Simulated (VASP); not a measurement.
In2C:

```
In C
1.0
     3.58869    0.00000    0.00000
    -1.79435    3.10790    0.00000
     0.00000    0.00000    4.88471
In C
2 1
Direct
  0.33333 0.66667 0.75012
  0.66667 0.33333 0.24988
  0.00000 0.00000 0.00000
```

The cell was generated, and may not be a known phase.

| Property | Result |
| --- | --- |
| Program | VASP 6.6.1 |
| Task | relaxation of cell and atoms |
| Functional | PBE |
| Potentials or basis | VASP PAW PBE potentials, release 64 (In_d, C) |
| Cutoff | 600 eV |
| k mesh | 6 × 6 × 4 |
| Occupations | gaussian, width 0.1 eV |
| Spin | no spin polarisation |

At the start: pressure 0.6 GPa; volume 18.16 Å³/atom.

Q: How do energy, volume and symmetry change on relaxing?

A: Over 5 steps the energy falls by 5.3 meV/atom and the volume is 18.37 Å³/atom (+1.2 %); space group P-3m1 (No. 164, to 0.1 Å) before and after.

The path:
| step | energy change (eV) | largest force (eV/Å) | pressure (GPa) | volume (Å³) |
| --- | --- | --- | --- | --- |
| 1 | 0.0000 | 0.1086 | 0.65 | 54.48 |
| 2 | -0.0126 | 0.1364 | -0.07 | 55.06 |
| 3 | -0.0145 | 0.1512 | -0.43 | 55.38 |
| 4 | -0.0159 | 0.0056 | 0.38 | 55.05 |
| 5 | -0.0160 | 0.0363 | 0.22 | 55.12 |

Final structure:
```yaml
crystal:
  lattice:
    - [3.56325, 0.00000, 0.00000]
    - [-1.78162, 3.08586, 0.00000]
    - [0.00000, 0.00000, 5.01294]
  atoms:
    - { symbol: In, position: [0.33333, 0.66667, 0.75326] }
    - { symbol: In, position: [0.66667, 0.33333, 0.24674] }
    - { symbol: C, position: [0.00000, 0.00000, 0.00000] }
```
